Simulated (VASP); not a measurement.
Wanted: the native input for a VASP 6.6.1 run.

```
Task                   : single point
Functional             : PBEsol
Potentials or basis    : VASP PAW PBE potentials, release 64 (Mo_sv, S)
Cutoff                 : 520 eV
k mesh                 : 18 × 18 × 10
Occupations            : gaussian, width 0.15 eV
Spin                   : no spin polarisation
Dipole correction      : no
Further INCAR settings : ALGO = Normal; EDIFF = 1e-06; NBANDS = 20
```

The structure of MoS2 lies in POSCAR:

```
MoS2
1.0
    3.2297150268      0.0000000000      0.0000000000
   -1.6148575134      2.7970152601      0.0000000000
    0.0000000000      0.0000000000      5.7935423268
Mo S
1 2
Direct
    0.0000000000      0.0000000000      0.5000000000
    0.3333333333      0.6666666667      0.2410625189
    0.6666666667      0.3333333333      0.7589374811
```

This cell differs from its parent crystal: ratio of the length along z to the lengths across it x 0.92, volume and fractional coordinates fixed.

These files were run (other wordings do the same):

INCAR

```
SYSTEM = MoS2
  PREC = Accurate
  ENCUT = 520
  EDIFF = 1E-6
  ISMEAR = 0
  SIGMA = 0.15
  LREAL = .False.
  LASPH = .True.
  NELM = 60
  ALGO = Normal
  ISIF = 2
  LWAVE = .False.
  LCHARG = .False.
  GGA = PS
  NBANDS = 20
```

KPOINTS

```
Automatic mesh
0
Gamma
  18 18 10
  0 0 0
```

Potentials or basis: VASP PAW PBE potentials, release 64 (Mo_sv, S).

Run with:

```console
$ cat potpaw_PBE.64/Mo_sv/POTCAR potpaw_PBE.64/S/POTCAR > POTCAR
$ mpirun -np 1 vasp_std > vasp.out
```

Results of the run:

```
Pressure               : 1.1 GPa
Largest force          : 0.603 eV/Å
Band gap on the k mesh : zero (bands 13 and 14 overlap by 1.03 eV)
```

Caveat: the stress differs along the axes, from -1 to 5 GPa; the PAW data sets were made with another functional, which shifts forces and pressure a little.

It took 5.3 min on 1 thread of Intel Xeon 8259CL, with other jobs on the host, peak memory 0.42 GiB.
